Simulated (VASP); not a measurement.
A run of VASP 6.6.1:

File INCAR:

```
PREC     = Accurate       # precision mode
ENCUT    = 520            # plane-wave cutoff, eV
EDIFF    = 1E-6           # SCF threshold, eV
ISMEAR   = 0              # smearing method
SIGMA    = 0.01           # smearing width, eV
LREAL    = F              # projectors in reciprocal space
LASPH    = T              # aspherical terms in the spheres
NELM     = 60             # most SCF steps
ALGO     = Normal         # electronic algorithm
ISIF     = 2              # what is computed and relaxed
LWAVE    = F              # write WAVECAR
LCHARG   = T              # write CHGCAR
GGA      = PE             # functional
LELF     = T              # ELF
LVHAR    = T            
NBANDS   = 31             # bands
```

File KPOINTS:

```
Automatic mesh
0
Gamma
  6 6 6
```

File POSCAR:

```
HfO2
1.0
    3.5580193300      0.0000000000      0.0000000000
    0.0000000000      3.5580193300      0.0000000000
    0.0000000000      0.0000000000      5.1718612100
Hf O
2 4
Direct
    0.5000000000      0.5000000000      0.5000000000
    0.0000000000      0.0000000000      0.0000000000
    0.0000000000      0.5000000000      0.6972078800
    0.5000000000      0.0000000000      0.8027921200
    0.5000000000      0.0000000000      0.3027921200
    0.0000000000      0.5000000000      0.1972078800
```

Potentials or basis: VASP PAW PBE potentials, release 64 (Hf_pv, O).

The run is started by

```bash
$ cat potpaw_PBE.64/Hf_pv/POTCAR potpaw_PBE.64/O/POTCAR > POTCAR
$ mpirun -np 1 vasp_std > vasp.out
```

Hardware: 1 thread of Intel Xeon 8259CL (shared host).

Question: Estimate the wall time of this run.

Answer: Run time: 2.1 min on 1 thread of Intel Xeon 8259CL, on a shared host, peak memory 0.22 GiB. Counts: scf iterations 14, k points 40.
